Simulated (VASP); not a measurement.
A run of VASP 6.6.1 is set up as follows.

Contents of INCAR:

```
ALGO = Normal
EDIFF = 1E-6
ENCUT = 520
GGA = PE
ISIF = 2
ISMEAR = 0
LASPH = T
LCHARG = F
LREAL = F
LWAVE = F
NBANDS = 11
NELM = 100
PREC = Accurate
SIGMA = 0.1
```

File KPOINTS:

```
k-points
0
Gamma
  10 10 10
```

The input POSCAR:

```
Ca
1.0
    0.0000000000      2.7627089163      2.7627089163
    2.7627089163      0.0000000000      2.7627089163
    2.7627089163      2.7627089163      0.0000000000
Ca
1
Direct
    0.0000000000      0.0000000000      0.0000000000
```

Potentials or basis: VASP PAW PBE potentials, release 64 (Ca_sv).

Command:

```console
$ cat potpaw_PBE.64/Ca_sv/POTCAR > POTCAR
$ mpirun -np 1 vasp_std > vasp.out
```

Q: Predict the pressure.

A: 0.0 GPa.

Q: Estimate the band gap on the k mesh.

A: Zero (bands 5 and 6 overlap by 0.27 eV).
